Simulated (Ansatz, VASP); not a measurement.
Si4O in VASP and in Ansatz

```
Si O
1.0
     2.77565    0.00000    0.00000
    -1.38782    2.40378    0.00000
     0.00000    0.00000    9.84357
Si O
4 1
Cartesian
  0.0000 1.6025 8.2962
  0.0000 1.6025 3.9316
  1.3878 0.8013 1.5474
  1.3878 0.8013 5.9119
  0.0000 0.0000 0.0000
```

Change from the starting cell: species swapped into the Co4H type (P-3m1, No. 164).

Alike in both runs: functional PBE; k mesh 6 × 6 × 2; occupations gaussian, width 0.1 eV; no spin polarisation.

Ansatz relaxed the structure, and its values are those at the end. VASP's run is a single point on that final structure, the one shown.

```csv
,VASP,Ansatz
version,VASP 6.6.1,Ansatz 0.2.0
potentials or method,"VASP PAW PBE potentials, release 64 (Si, O), cutoff 520 eV","scalar-relativistic, plane waves, PAW"
valence electrons in the cell,22,22
```

```tsv
	VASP	Ansatz	Ansatz less VASP
gap on the k mesh at the Fermi level (eV)	none	none	-
pressure (GPa)	0.1	0.1	+0.01
rms of the force components (eV/Å)	0.003	0.000	-0.0028
```

A gap of «none» marks a metal or a gap that the smearing closes.

The k mesh is coarse, so the values compare programs but aren't converged.
